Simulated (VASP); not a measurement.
# LiH in VASP: a series of runs

The runs below take LiH through single point, with PBE.

Program: VASP 6.6.1. These are calculated values, not measurements. Logs are shortened: lines on timing, memory, paths and dates and some standing lists are left out, and cuts for length are marked.

### 1 The cell of the first run

Symmetry: Fm-3m, No. 225, cubic system. Conventional cell: a = 4.153 Å, b = 4.153 Å, c = 4.153 Å, α = 90.00°, β = 90.00°, γ = 90.00°. Li (site symmetry m-3m) has 6 H at 2.08 Å within 2.7 Å. Within 2.7 Å of H (site symmetry m-3m) lie 6 Li at 2.08 Å.

### 2 Single point, PBE

The input, INCAR:

```
SYSTEM = LiH
ALGO = Normal ; EDIFF = 1E-7
ENCUT = 520 ; GGA = PE
ISIF = 2 ; ISMEAR = 0
LASPH = .True. ; LCHARG = .False.
LREAL = .False. ; LWAVE = .False.
NBANDS = 9 ; NELM = 80
PREC = Accurate ; SIGMA = 0.02
```

The input, KPOINTS:

```
k-points
0
Gamma
  18 18 18
  0 0 0
```

The input, POSCAR:

```
LiH
1.0
    0.0000000000      2.0766964161      2.0766964161
    2.0766964161      0.0000000000      2.0766964161
    2.0766964161      2.0766964161      0.0000000000
Li H
1 1
Direct
    0.0000000000      0.0000000000      0.0000000000
    0.5000000000      0.5000000000      0.5000000000
```

Potentials or basis: VASP PAW PBE potentials, release 64 (Li_sv, H).

Launch:

```bash
> cat potpaw_PBE.64/Li_sv/POTCAR potpaw_PBE.64/H/POTCAR > POTCAR
> mpirun -np 1 vasp_std > vasp.out
```

OUTCAR:

```text
SYSTEM = LiH
   EDIFF = 1E-7
   ENCUT = 520
   GGA = PE
   ISIF = 2
   ISMEAR = 0
   LASPH = .True.
   LREAL = .False.
   NELM = 80
   PREC = Accurate

 ion  position               nearest neighbor table
   1  0.000  0.000  0.000-
   2  0.500  0.500  0.500-

  LATTYP: Found a face centered cubic cell.
 ALAT       =     4.1533928322

  Lattice vectors:

 A1 = (   0.0000000000,   2.0766964161,   2.0766964161)
 A2 = (   2.0766964161,   0.0000000000,   2.0766964161)
 A3 = (   2.0766964161,   2.0766964161,   0.0000000000)

Analysis of symmetry for initial positions (statically):
[... 5 lines left out ...]
 face centered cubic supercell.

 Subroutine GETGRP returns: Found 48 space group operations
 (whereof 48 operations were pure point group operations)
 out of a pool of 48 trial point group operations.

The static configuration has the point symmetry O_h .

Analysis of symmetry for dynamics (positions and initial velocities):
[... 5 lines left out ...]
 face centered cubic supercell.

 Subroutine GETGRP returns: Found 48 space group operations
 (whereof 48 operations were pure point group operations)
 out of a pool of 48 trial point group operations.

The dynamic configuration has the point symmetry O_h .

 Subroutine INISYM returns: Found 48 space group operations
 (whereof 48 operations are pure point group operations),
 and found     1 'primitive' translations

----------------------------------------------------------------------------------------

                                     Primitive cell

  volume of cell :      17.9122

  direct lattice vectors                    reciprocal lattice vectors
     0.000000000  2.076696416  2.076696416    -0.240767016  0.240767016  0.240767016
     2.076696416  0.000000000  2.076696416     0.240767016 -0.240767016  0.240767016
     2.076696416  2.076696416  0.000000000     0.240767016  0.240767016 -0.240767016

  length of vectors
     2.936892237  2.936892237  2.936892237     0.417020705  0.417020705  0.417020705

  position of ions in fractional coordinates (direct lattice)
     0.000000000  0.000000000  0.000000000
     0.500000000  0.500000000  0.500000000

  ion indices of the primitive-cell ions
   primitive index   ion index
                 1           1
                 2           2

----------------------------------------------------------------------------------------

 KPOINTS: k-points

Automatic generation of k-mesh.
 Grid dimensions read from file:
 generate k-points for:   18   18   18

 Generating k-lattice:

  Cartesian coordinates                     Fractional coordinates (reciprocal lattice)
    -0.013375945  0.013375945  0.013375945     0.055555556  0.000000000  0.000000000
     0.013375945 -0.013375945  0.013375945     0.000000000  0.055555556  0.000000000
     0.013375945  0.013375945 -0.013375945     0.000000000  0.000000000  0.055555556

  Length of vectors
     0.023167817  0.023167817  0.023167817

  Shift w.r.t. Gamma in fractional coordinates (k-lattice)
     0.000000000  0.000000000  0.000000000

 Subroutine IBZKPT returns following result:
 ===========================================

 Found    195 irreducible k-points:

 Following reciprocal coordinates:
            Coordinates               Weight
  0.000000  0.000000  0.000000      1.000000
  0.055556  0.000000  0.000000      8.000000
  0.111111  0.000000  0.000000      8.000000
  0.166667  0.000000  0.000000      8.000000
  0.222222  0.000000  0.000000      8.000000
  0.277778  0.000000  0.000000      8.000000
[... 16 lines left out ...]
 -0.277778  0.055556  0.000000     24.000000
 -0.222222  0.055556  0.000000     24.000000
 [... further k-points ...]
   k-points           NKPTS =    195   k-points in BZ     NKDIM =    195   number of bands    NBANDS=      9
   number of dos      NEDOS =    301   number of ions     NIONS =      2
   total plane-waves  NPLWV =  13824
   dimension x,y,z NGX =    24 NGY =   24 NGZ =   24
   dimension x,y,z NGXF=    48 NGYF=   48 NGZF=   48
   ions per type =               1   1
   NGX,Y,Z   is equivalent  to a cutoff of  13.59, 13.59, 13.59 a.u.
   NGXF,Y,Z  is equivalent  to a cutoff of  27.17, 27.17, 27.17 a.u.
 SYSTEM =  LiH
   PREC   = accura    normal or accurate (medium, high low for compatibility)
   ISTART =      0    job   : 0-new  1-cont  2-samecut
   ICHARG =      2    charge: 1-file 2-atom 10-const
   ISPIN  =      1    spin polarized calculation?
   LNONCOLLINEAR =      F non collinear calculations
   LSORBIT =      F    spin-orbit coupling
   LASPH  =      T    aspherical Exc in radial PAW
   ENCUT  =  520.0 eV  38.22 Ry    6.18 a.u.   5.46  5.46  5.46*2*pi/ulx,y,z
   NELM   =     80;   NELMIN=  2; NELMDL= -5     # of ELM steps
   EDIFF  = 0.1E-06   stopping-criterion for ELM
   LREAL  =      F    real-space projection
   EDIFFG = 0.1E-05   stopping-criterion for IOM
   NSW    =      0    number of steps for IOM
   IBRION =     -1    ionic relax: 0-MD 1-quasi-New 2-CG
   NFREE  =      0    steps in history (QN), initial steepest desc. (CG)
   ISIF   =      2    stress and relaxation
   ISYM   =      2    0-nonsym 1-usesym 2-fastsym
   POTIM  = 0.5000    time-step for ionic-motion
   TEBEG  =    0.0;   TEEND  =   0.0 temperature during run
   PSTRESS=    0.0 pullay stress
   NELECT =       4.0000    total number of electrons
   NUPDOWN=      -1.0000    fix difference up-down
   EMIN   =  10.00;   EMAX   =-10.00  energy-range for DOS
   EFERMI =   0.00;   METHOD = LEGACY
   ISMEAR =     0;   SIGMA  =   0.02  broadening in eV -4-tet -1-fermi 0-gaus
   EFERMI_NEDOS =   21; number of points for ismear=-14 and -15
   IALGO  =     38    algorithm
   IMIX   =      4    mixing-type and parameters
     AMIX     =   0.40;   BMIX     =  1.00
     AMIX_MAG =   1.60;   BMIX_MAG =  1.00
  volume/ion in A,a.u.               =       8.96        60.44
  Fermi-wavevector in a.u.,A,eV,Ry     =   0.993219  1.876912 13.421937  0.986485
  Thomas-Fermi vector in A             =   2.125086
   LORBIT       =      0    0 simple, 1 ext, 2 COOP (PROOUT), +10 PAW based schemes
   GGA     = PE    functional components
   LHFCALC =     F    Hartree Fock is set to
   AEXX    =    0.0000 exact exchange contribution
   IVDW    =     0    specifies the selected vdW correction
   LEPSILON=     F    determine dielectric tensor
   LRPA    =     F    only Hartree local field effects (RPA)
 non-spin polarized calculation
 Gauss-broadening in eV      SIGMA  =   0.02
  energy-cutoff  :      520.00
  volume of cell :       17.91
 maximum number of plane-waves:       531
 NGX is ok and might be reduce to    24
   NGX = 11   NGY = 11   NGZ = 11

 number of electron       4.0000008 magnetization

 Free energy of the ion-electron system (eV)
  ---------------------------------------------------
  ext. energy  EPLUGINS =         0.00000000
  ---------------------------------------------------
  free energy    TOTEN  =        -6.10706202 eV

  energy without entropy =       -6.10706202  energy(sigma->0) =       -6.10706202

 E-fermi :  -0.2678     XC(G=0):  -8.1749

 val. band max:       -0.3791049120   @ k =   0.5000   0.5000   0.0000
 cond. band min:       2.6681513726   @ k =   0.5000   0.5000   0.0000
 fundamental gap:      3.0472562846
 Fermi energy:        -0.2678449865

 k-point     1 :       0.0000    0.0000    0.0000
  band No.  band energies     occupation
      1     -44.7901      2.00000
      2      -5.4161      2.00000
      3      14.3840      0.00000
      4      16.4541      0.00000
      5      16.4541      0.00000
      6      16.4541      0.00000
      7      20.9802      0.00000
      8      20.9802      0.00000
      9      20.9802      0.00000

 k-point     2 :       0.0556    0.0000    0.0000
  band No.  band energies     occupation
      1     -44.7891      2.00000
      2      -5.3629      2.00000
      3      14.0167      0.00000
      4      16.0517      0.00000
      5      16.3311      0.00000
      6      16.3311      0.00000
      7      20.5222      0.00000
      8      21.2400      0.00000
      9      21.2400      0.00000

 k-point     3 :       0.1111    0.0000    0.0000
  band No.  band energies     occupation
      1     -44.7863      2.00000
      2      -5.2056      2.00000
      3      12.9055      0.00000
      4      15.2798      0.00000
      5      16.0402      0.00000
      6      16.0402      0.00000
      7      20.4529      0.00000
      8      21.8876      0.00000
      9      21.8876      0.00000

 k-point     4 :       0.1667    0.0000    0.0000
  band No.  band energies     occupation
      1     -44.7822      2.00000
      2      -4.9483      2.00000
      3      11.3125      0.00000
      4      14.5722      0.00000
      5      15.7117      0.00000
      6      15.7118      0.00000
      7      20.8175      0.00000
      8      22.0860      0.00000
      9      22.0860      0.00000

 k-point     5 :       0.2222    0.0000    0.0000
  band No.  band energies     occupation
      1     -44.7771      2.00000
      2      -4.5980      2.00000
      3       9.6083      0.00000
      4      13.9522      0.00000
      5      15.4302      0.00000
      6      15.4303      0.00000
      7      21.0671      0.00000
      8      21.0671      0.00000
      9      21.4302      0.00000

 k-point     6 :       0.2778    0.0000    0.0000
  band No.  band energies     occupation
      1     -44.7718      2.00000
      2      -4.1702      2.00000
      3       7.9856      0.00000
      4      13.4162      0.00000
      5      15.2344      0.00000
      6      15.2344      0.00000
      7      19.9893      0.00000
      8      19.9893      0.00000
      9      22.2074      0.00000
[... 169 lines left out ...]
 k-point    21 :      -0.3889    0.0556    0.0000
  band No.  band energies     occupation
      1     -44.7612      2.00000
      2      -3.0324      2.00000
      3       5.0822      0.00000
      4      12.0433      0.00000
      5      14.5040      0.00000
      6      15.3493      0.00000
      7      18.0218      0.00000
      8      19.4084      0.00000
      9      24.2426      0.00000

 k-point    22 :      -0.3333    0.0556    0.0000
  band No.  band energies     occupation
      1     -44.7648      2.00000
      2      -3.4818      2.00000
      3       6.1435      0.00000
      4      12.2641      0.00000
      5      14.4889      0.00000
      6      15.7029      0.00000
      7      18.2987      0.00000
      8      20.1270      0.00000
      9      23.3058      0.00000

 k-point    23 :      -0.2778    0.0556    0.0000
  band No.  band energies     occupation
      1     -44.7695      2.00000
      2      -3.9649      2.00000
      3       7.5059      0.00000
      4      12.5877      0.00000
      5      14.6104      0.00000
      6      15.9912      0.00000
      7      18.9213      0.00000
      8      20.9998      0.00000
      9      22.3538      0.00000

 k-point    24 :      -0.2222    0.0556    0.0000
  band No.  band energies     occupation
      1     -44.7748      2.00000
      2      -4.4145      2.00000
      3       9.0754      0.00000
      4      13.0064      0.00000
      5      14.8648      0.00000
      6      16.2400      0.00000
      7      19.8366      0.00000
      8      21.4832      0.00000
      9      21.9923      0.00000

 [... further k-points ...]
[... 5 lines left out ...]
  --------------------------------------------------------------------------------------
  -------------------------------------------------------------------------------------
  Total       -0.3861606     -0.3861606     -0.3861606      0.0000000      0.0000000      0.0000000
  in kB      -34.5405745    -34.5405745    -34.5405745      0.0000000      0.0000000      0.0000000
  external PRESSURE =     -34.5405745 kB  Pullay stress =       0.0000000 kB

 VOLUME and BASIS-vectors are now :
 -----------------------------------------------------------------------------
  energy-cutoff  :      520.00
  volume of cell :       17.91
      direct lattice vectors                 reciprocal lattice vectors
     0.000000000  2.076696416  2.076696416    -0.240767016  0.240767016  0.240767016
     2.076696416  0.000000000  2.076696416     0.240767016 -0.240767016  0.240767016
     2.076696416  2.076696416  0.000000000     0.240767016  0.240767016 -0.240767016

 POSITION                                       TOTAL-FORCE (eV/Angst)
 -----------------------------------------------------------------------------------
      0.00000      0.00000      0.00000        -0.000000     -0.000000     -0.000000
      2.07670      2.07670      2.07670         0.000000      0.000000      0.000000
 -----------------------------------------------------------------------------------
    total drift:                                0.000000     -0.000000     -0.000000

  FREE ENERGIE OF THE ION-ELECTRON SYSTEM (eV)
  ---------------------------------------------------
  free  energy   TOTEN  =        -6.1070620170 eV

  energy  without entropy=       -6.1070620170  energy(sigma->0) =       -6.10706202
```

Wall time 66 s (1 thread of AMD EPYC 7R13, shared host); peak memory 0.12 GiB.

Results:

| Property | Result |
| --- | --- |
| Free energy | -6.1071 eV |
| Band gap on the k mesh | 3.05 eV, direct |

Levels at points of the mesh, in eV from the valence-band top:
| k point | band 1 | band 2 | band 3 | band 4 | band 5 | band 6 | band 7 |
| --- | --- | --- | --- | --- | --- | --- | --- |
| (0.00, 0.00, 0.00) | -44.41 | -5.04 | 14.76 | 16.83 | 16.83 | 16.83 | 21.36 |
| (0.50, 0.00, 0.00) | -44.38 | -2.34 | 4.67 | 12.77 | 15.55 | 15.55 | 18.05 |
| (0.50, 0.50, 0.00) | -44.37 | 0.00 | 3.05 | 10.30 | 10.30 | 13.34 | 15.84 |

Caveat: the cutoff is under 1.25 times the usual one of these potentials, so pressure, stress and relaxed cells hold a basis-set (Pulay) error. A k mesh can miss the band edges.

### 3 Single point, PBE

This run uses another cell than the first one, of 8.45 Å³/atom, 0.943 times its volume.

The input, INCAR:

```
SYSTEM = LiH
ALGO = Normal
EDIFF = 1E-6
ENCUT = 520
GGA = PE
ISIF = 2
ISMEAR = 0
LASPH = .TRUE.
LCHARG = .FALSE.
LREAL = .FALSE.
LWAVE = .FALSE.
NBANDS = 9
NELM = 100
PREC = Accurate
SIGMA = 0.02
```

The input, KPOINTS:

```
k-points
0
G
  18 18 18
  0 0 0
```

The input, POSCAR:

```
LiH
1.0
    0.0000000000      2.0367500000      2.0367500000
    2.0367500000      0.0000000000      2.0367500000
    2.0367500000      2.0367500000      0.0000000000
Li H
1 1
Direct
    0.0245489137      0.0245489137     -0.0245489137
    0.5000000000      0.5000000000      0.5000000000
```

Potentials or basis: VASP PAW PBE potentials, release 64 (Li_sv, H).

Launch:

```bash
> cat potpaw_PBE.64/Li_sv/POTCAR potpaw_PBE.64/H/POTCAR > POTCAR
> mpirun -np 1 vasp_std > vasp.out
```

OUTCAR:

```text
SYSTEM = LiH
   EDIFF = 1E-6
   ENCUT = 520
   GGA = PE
   ISIF = 2
   ISMEAR = 0
   LASPH = .TRUE.
   LREAL = .FALSE.
   NELM = 100
   PREC = Accurate

 ion  position               nearest neighbor table
   1  0.025  0.025  0.975-
   2  0.500  0.500  0.500-

  LATTYP: Found a face centered cubic cell.
 ALAT       =     4.0735000000

  Lattice vectors:

 A1 = (   0.0000000000,   2.0367500000,   2.0367500000)
 A2 = (   2.0367500000,   0.0000000000,   2.0367500000)
 A3 = (   2.0367500000,   2.0367500000,   0.0000000000)

Analysis of symmetry for initial positions (statically):
[... 5 lines left out ...]
 face centered cubic supercell.

 Subroutine GETGRP returns: Found  8 space group operations
 (whereof  8 operations were pure point group operations)
 out of a pool of 48 trial point group operations.

The static configuration has the point symmetry C_4v.

Analysis of symmetry for dynamics (positions and initial velocities):
[... 5 lines left out ...]
 face centered cubic supercell.

 Subroutine GETGRP returns: Found  8 space group operations
 (whereof  8 operations were pure point group operations)
 out of a pool of 48 trial point group operations.
[... 146 lines left out ...]
  free energy    TOTEN  =        -6.11794819 eV

  energy without entropy =       -6.11794819  energy(sigma->0) =       -6.11794819

 E-fermi :   0.1133     XC(G=0):  -8.3548

 val. band max:       -0.1312618979   @ k =   0.0000   0.5000   0.5000
 cond. band min:       2.8856489861   @ k =   0.0000   0.5000   0.5000
 fundamental gap:      3.0169108840
 Fermi energy:         0.1132753848

 k-point     1 :       0.0000    0.0000    0.0000
  band No.  band energies     occupation
      1     -44.4649      2.00000
      2      -5.3767      2.00000
      3      15.1467      0.00000
      4      17.2929      0.00000
      5      17.2929      0.00000
      6      17.4993      0.00000
      7      21.8664      0.00000
      8      21.8664      0.00000
      9      21.9137      0.00000
[... 265 lines left out ...]
 k-point    24 :       0.0000    0.3889    0.0556
  band No.  band energies     occupation
      1     -44.4318      2.00000
      2      -3.2362      2.00000
      3       6.1593      0.00000
      4      13.0514      0.00000
      5      14.9482      0.00000
      6      16.3039      0.00000
      7      19.4517      0.00000
      8      20.5694      0.00000
      9      24.5891      0.00000

 [... further k-points ...]
[... 5 lines left out ...]
  --------------------------------------------------------------------------------------
  -------------------------------------------------------------------------------------
  Total       -0.2096754     -0.2096754     -0.1284962      0.0000000     -0.0000000      0.0000000
  in kB      -19.8799307    -19.8799307    -12.1830965      0.0000000     -0.0000000      0.0000000
  external PRESSURE =     -17.3143193 kB  Pullay stress =       0.0000000 kB

 VOLUME and BASIS-vectors are now :
 -----------------------------------------------------------------------------
  energy-cutoff  :      520.00
  volume of cell :       16.90
      direct lattice vectors                 reciprocal lattice vectors
     0.000000000  2.036750000  2.036750000    -0.245489137  0.245489137  0.245489137
     2.036750000  0.000000000  2.036750000     0.245489137 -0.245489137  0.245489137
     2.036750000  2.036750000  0.000000000     0.245489137  0.245489137 -0.245489137

 POSITION                                       TOTAL-FORCE (eV/Angst)
 -----------------------------------------------------------------------------------
      2.03675      2.03675      0.10000         0.000000      0.000000     -0.100189
      2.03675      2.03675      2.03675         0.000000      0.000000      0.100189
 -----------------------------------------------------------------------------------
    total drift:                               -0.000001     -0.000001      0.000040

  FREE ENERGIE OF THE ION-ELECTRON SYSTEM (eV)
  ---------------------------------------------------
  free  energy   TOTEN  =        -6.1179481902 eV

  energy  without entropy=       -6.1179481902  energy(sigma->0) =       -6.11794819
```

Run time: 2.1 min. Hardware: 1 thread of AMD EPYC 7R13, shared host; peak memory 0.15 GiB.

Results:

```yaml
Free_energy: -6.1179 eV
Largest_force: 0.100 eV/Å
Band_gap_on_the_k_mesh: 3.02 eV, direct
```

Forces in eV/Å, atoms in the order of the input:
```
Li   0.000  0.000 -0.100
H    0.000  0.000  0.100
```

Caveat: the cutoff is under 1.25 times the usual one of these potentials, so pressure, stress and relaxed cells hold a basis-set (Pulay) error.
